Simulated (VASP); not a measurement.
# Ca (Cmcm) in VASP: single point with PBEsol

Aim: the single point of Ca with PBEsol.

Everything below comes from runs of VASP 6.6.1. Logs are shortened: lines on timing, memory, paths and dates and some standing lists are left out, and cuts for length are marked.

### 1 The cell of the first run

The structure is orthorhombic, space group Cmcm (No. 63). The conventional cell has a = 3.994 Å, b = 6.880 Å, c = 6.595 Å, α = 90.00°, β = 90.00°, γ = 90.00°. Ca (site symmetry m2m) has 12 Ca at 3.98 to 4.03 Å within 5.2 Å.

### 2 Single point, PBEsol (45.31 Å³/atom)

INCAR reads:

```
PREC = Accurate
ENCUT = 520
EDIFF = 1E-6
ISMEAR = -1
SIGMA = 0.05
LREAL = False
LASPH = True
NELM = 60
ALGO = Normal
ISIF = 2
LWAVE = False
LCHARG = True
GGA = PS
LELF = True
LVHAR = True
NBANDS = 17
```

KPOINTS reads:

```
Automatic mesh
0
Gamma
  11 11 6
```

POSCAR reads:

```
Ca
1.0
    1.9972168119     -3.4401728064      0.0000000000
    1.9972168119      3.4401728064      0.0000000000
    0.0000000000      0.0000000000      6.5947677699
Ca
2
Direct
    0.8355866000      0.1644134000      0.2500000000
    0.1644134000      0.8355866000      0.7500000000
```

Potentials or basis: VASP PAW PBE potentials, release 64 (Ca_sv).

On the command line:

```console
$ cat potpaw_PBE.64/Ca_sv/POTCAR > POTCAR
$ mpirun -np 1 vasp_std > vasp.out
```

OUTCAR:

```text
PREC = Accurate
   ENCUT = 520
   EDIFF = 1E-6
   ISMEAR = -1
   LREAL = False
   LASPH = True
   NELM = 60
   ISIF = 2
   GGA = PS

 ion  position               nearest neighbor table
   1  0.836  0.164  0.250-
   2  0.164  0.836  0.750-

  LATTYP: Found a base centered orthorhombic cell.
 ALAT       =     3.9944336238
 B/A-ratio  =     1.7224834009
 C/A-ratio  =     1.6509894496

  Lattice vectors:

 A1 = (   1.9972168119,  -3.4401728064,   0.0000000000)
 A2 = (   1.9972168119,   3.4401728064,   0.0000000000)
 A3 = (   0.0000000000,   0.0000000000,   6.5947677699)

Analysis of symmetry for initial positions (statically):
=====================================================================
 Subroutine PRICEL returns:
 Original cell was already a primitive cell.

 Routine SETGRP: Setting up the symmetry group for a
 base centered orthorhombic supercell.

 Subroutine GETGRP returns: Found  8 space group operations
 (whereof  4 operations were pure point group operations)
 out of a pool of  8 trial point group operations.

The static configuration has the point symmetry C_2h.
 The point group associated with its full space group is D_2h.

Analysis of symmetry for dynamics (positions and initial velocities):
=====================================================================
 Subroutine PRICEL returns:
 Original cell was already a primitive cell.

 Routine SETGRP: Setting up the symmetry group for a
 base centered orthorhombic supercell.

 Subroutine GETGRP returns: Found  8 space group operations
 (whereof  4 operations were pure point group operations)
 out of a pool of  8 trial point group operations.

The dynamic configuration has the point symmetry C_2h.
 The point group associated with its full space group is D_2h.

 Subroutine INISYM returns: Found  8 space group operations
 (whereof  4 operations are pure point group operations),
 and found     1 'primitive' translations

----------------------------------------------------------------------------------------

                                     Primitive cell

  volume of cell :      90.6223

  direct lattice vectors                    reciprocal lattice vectors
     1.997216812 -3.440172806  0.000000000     0.250348383 -0.145341536  0.000000000
     1.997216812  3.440172806  0.000000000     0.250348383  0.145341536  0.000000000
[... 82 lines left out ...]
   LASPH  =      T    aspherical Exc in radial PAW
   ENCUT  =  520.0 eV  38.22 Ry    6.18 a.u.   7.40  7.40 12.26*2*pi/ulx,y,z
   NELM   =     60;   NELMIN=  2; NELMDL= -5     # of ELM steps
   EDIFF  = 0.1E-05   stopping-criterion for ELM
   LREAL  =      F    real-space projection
   EDIFFG = 0.1E-04   stopping-criterion for IOM
   NSW    =      0    number of steps for IOM
   IBRION =     -1    ionic relax: 0-MD 1-quasi-New 2-CG
   NFREE  =      0    steps in history (QN), initial steepest desc. (CG)
   ISIF   =      2    stress and relaxation
   ISYM   =      2    0-nonsym 1-usesym 2-fastsym
   POTIM  = 0.5000    time-step for ionic-motion
   TEBEG  =    0.0;   TEEND  =   0.0 temperature during run
   PSTRESS=    0.0 pullay stress
   NELECT =      20.0000    total number of electrons
   NUPDOWN=      -1.0000    fix difference up-down
   EMIN   =  10.00;   EMAX   =-10.00  energy-range for DOS
   EFERMI =   0.00;   METHOD = LEGACY
   ISMEAR =    -1;   SIGMA  =   0.05  broadening in eV -4-tet -1-fermi 0-gaus
   EFERMI_NEDOS =   21; number of points for ismear=-14 and -15
   IALGO  =     38    algorithm
   IMIX   =      4    mixing-type and parameters
     AMIX     =   0.40;   BMIX     =  1.00
     AMIX_MAG =   1.60;   BMIX_MAG =  1.00
  volume/ion in A,a.u.               =      45.31       305.77
  Fermi-wavevector in a.u.,A,eV,Ry     =   0.989327  1.869557 13.316944  0.978768
  Thomas-Fermi vector in A             =   2.120918
   LORBIT       =      0    0 simple, 1 ext, 2 COOP (PROOUT), +10 PAW based schemes
   GGA     = PS    functional components
   LHFCALC =     F    Hartree Fock is set to
   AEXX    =    0.0000 exact exchange contribution
   IVDW    =     0    specifies the selected vdW correction
   LEPSILON=     F    determine dielectric tensor
   LRPA    =     F    only Hartree local field effects (RPA)
 non-spin polarized calculation
  energy-cutoff  :      520.00
  volume of cell :       90.62
 maximum number of plane-waves:      2473
 NGX is ok and might be reduce to    30
   NGX = 15   NGY = 15   NGZ = 25

 number of electron      19.9999999 magnetization

 Free energy of the ion-electron system (eV)
  ---------------------------------------------------
  ext. energy  EPLUGINS =         0.00000000
  ---------------------------------------------------
  free energy    TOTEN  =        -4.22551614 eV

  energy without entropy =       -4.20826872  energy(sigma->0) =       -4.21689243

 E-fermi :   1.6736     XC(G=0):  -7.5876

 val. band max:        1.6696813406   @ k =  -0.3636   0.0909   0.0000
 cond. band min:       1.6758346467   @ k =  -0.3636   0.2727   0.0000
 fundamental gap:      0.0061533061
 Fermi energy:         1.6736314965

 k-point     1 :       0.0000    0.0000    0.0000
  band No.  band energies     occupation
      1     -40.3820      2.00000
      2     -40.3727      2.00000
      3     -21.4804      2.00000
      4     -21.3979      2.00000
      5     -21.3965      2.00000
      6     -21.3833      2.00000
[... 457 lines left out ...]
      4     -21.4232      2.00000
      5     -21.4091      2.00000
      6     -21.4045      2.00000
[... 9 lines left out ...]
     16       4.1939      0.00000
     17       4.2620      0.00000

 [... further k-points ...]

------------------------ aborting loop because EDIFF is reached ----------------------------------------

  FORCE on cell =-STRESS in cart. coord.  units (eV):
  Direction    XX          YY          ZZ          XY          YZ          ZX
  --------------------------------------------------------------------------------------
  -------------------------------------------------------------------------------------
  Total       -0.9275330     -0.8083849     -0.9791340      0.0000000      0.0000000      0.0000000
  in kB      -16.3985316    -14.2920264    -17.3108236      0.0000000      0.0000000      0.0000000
  external PRESSURE =     -16.0004605 kB  Pullay stress =       0.0000000 kB

 VOLUME and BASIS-vectors are now :
 -----------------------------------------------------------------------------
  energy-cutoff  :      520.00
  volume of cell :       90.62
      direct lattice vectors                 reciprocal lattice vectors
     1.997216812 -3.440172806  0.000000000     0.250348383 -0.145341536  0.000000000
     1.997216812  3.440172806  0.000000000     0.250348383  0.145341536  0.000000000
     0.000000000  0.000000000  6.594767770     0.000000000  0.000000000  0.151635362

 POSITION                                       TOTAL-FORCE (eV/Angst)
 -----------------------------------------------------------------------------------
      1.99722     -2.30895      1.64869         0.000000      0.015056     -0.000000
      1.99722      2.30895      4.94608         0.000000     -0.015056      0.000000
 -----------------------------------------------------------------------------------
    total drift:                                0.000000     -0.000000      0.000000

  FREE ENERGIE OF THE ION-ELECTRON SYSTEM (eV)
  ---------------------------------------------------
  free  energy   TOTEN  =        -4.2255161387 eV

  energy  without entropy=       -4.2082687188  energy(sigma->0) =       -4.21689243
```

stdout:

```text
POSCAR found type information on POSCAR Ca
 POSCAR found :  1 types and       2 ions
 scaLAPACK will be used
 -----------------------------------------------------------------------------
|                                                                             |
|                                                                             |
|     You enforced a specific xc type in the INCAR file but a different       |
|     I HOPE YOU KNOW WHAT YOU ARE DOING!                                     |
|                                                                             |
 -----------------------------------------------------------------------------

 LDA part: xc-table for (Slater+PW92), standard interpolation
 POSCAR, INCAR and KPOINTS ok, starting setup
 FFT: planning ... GRIDC
 FFT: planning ... GRID_SOFT
 FFT: planning ... GRID
 WAVECAR not read
 entering main loop
```

Wall time 5 min (1 thread of Intel Xeon 8259CL, shared host); peak memory 0.33 GiB.

What came out:

| Item | Value |
| --- | --- |
| Free energy | -4.2255 eV |
| Pressure | -1.6 GPa |
| Largest force | 0.015 eV/Å |
| Band gap on the k mesh | zero (bands 10 and 11 overlap by 0.50 eV) |

Forces on the atoms (eV/Å):
```
Ca   0.000  0.015  0.000
Ca   0.000 -0.015  0.000
```

Caveat: the PAW data sets were made with another functional, which shifts forces and pressure a little.
